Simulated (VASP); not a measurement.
Set up this calculation in VASP 6.6.1, as the native input.

| Item | Value |
| --- | --- |
| Task | single point |
| Functional | PBEsol |
| Potentials or basis | VASP PAW PBE potentials, release 64 (W_sv, C_h) |
| Cutoff | 1300 eV |
| k mesh | 6 × 6 × 6 |
| Occupations | gaussian, width 0.15 eV |
| Spin | no spin polarisation |
| Dipole correction | no |
| Further INCAR settings | ALGO = Normal; EDIFF = 1e-06; NBANDS = 16 |

The structure of WC lies in POSCAR:

```
WC
1.0
    2.9005014360      0.0000000000      0.0000000000
   -1.4502507180      2.5119079273      0.0000000000
    0.0000000000      0.0000000000      2.8290000000
W C
1 1
Direct
    0.0000000000      0.0000000000     -0.0530222694
    0.6666666667      0.3333333333      0.5000000000
```

This cell differs from its parent crystal: all W atoms moved -0.150 Å, as atom 1 along Cartesian [0 0 1].

One way to write it, as run:

INCAR

```
SYSTEM = WC
PREC = Accurate
ENCUT = 1300
EDIFF = 1E-6
ISMEAR = 0
SIGMA = 0.15
LREAL = .False.
LASPH = .True.
NELM = 120
ALGO = Normal
ISIF = 2
LWAVE = .False.
LCHARG = .True.
GGA = PS
LELF = .True.
LVHAR = .True.
NBANDS = 16
GGA_COMPAT = .False.
```

KPOINTS

```
regular mesh
0
Gamma
  6 6 6
  0 0 0
```

Potentials or basis: VASP PAW PBE potentials, release 64 (W_sv, C_h).

Launch:

```sh
$ cat potpaw_PBE.64/W_sv/POTCAR potpaw_PBE.64/C_h/POTCAR > POTCAR
$ mpirun -np 1 vasp_std > vasp.out
```

Results of the run:

The pressure is 5.5 GPa, the largest force is 2.191 eV/Å and the band gap on the k mesh is zero (bands 9 and 10 overlap by 1.06 eV).

Caveat: the k points lie up to 0.42 Å⁻¹ apart, too coarse for converged energies and pressures of a metal; the cell differs from its parent crystal (all W atoms moved -0.150 Å, as atom 1 along Cartesian [0 0 1]); the PAW data sets were made with another functional, which shifts forces and pressure a little; spin-orbit coupling is left out, which moves the levels of the heavy elements.

Wall time 28 s on 1 thread of AMD EPYC 9R45 96-Core Processor (Zen 5), on a shared host, peak memory 0.21 GiB.
